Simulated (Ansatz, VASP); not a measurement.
**Si in VASP and in Ansatz**

```
CELL_PARAMETERS angstrom
3.82443 0.00000 0.00000
-1.91222 3.31206 0.00000
0.00000 0.00000 6.32520
ATOMIC_POSITIONS crystal
Si 0.33333 0.66667 0.00003
Si 0.66667 0.33333 0.50003
Si 0.33333 0.66667 0.37397
Si 0.66667 0.33333 0.87397
```

Alike in both runs: functional PBEsol; k mesh 15 × 15 × 8; occupations gaussian, width 0.01 eV; no spin polarisation.

Ansatz relaxed the structure, and its values are those at the end. VASP's run is a single point on that final structure, the one shown.

|  | VASP | Ansatz |
| --- | --- | --- |
| version | VASP 6.6.1 | Ansatz 0.2.0 |
| potentials or method | VASP PAW PBE potentials, release 64 (Si), cutoff 520 eV | scalar-relativistic, plane waves, PAW |
| valence electrons in the cell | 16 | 16 |

Ansatz gave:

```
gap on the k mesh at the Fermi level (eV) : 0.31
least direct gap on the mesh (eV)         : 0.97
pressure (GPa)                            : 0.0
```

Which values does VASP return?

gap on the k mesh at the Fermi level (eV): 0.30; least direct gap on the mesh (eV): 0.97; pressure (GPa): 0.1.

VASP's potentials were made for PBE, not for PBEsol, and Ansatz warns of the same on its side. With one functional, cell and mesh, what is left measures potentials, basis and numerics.
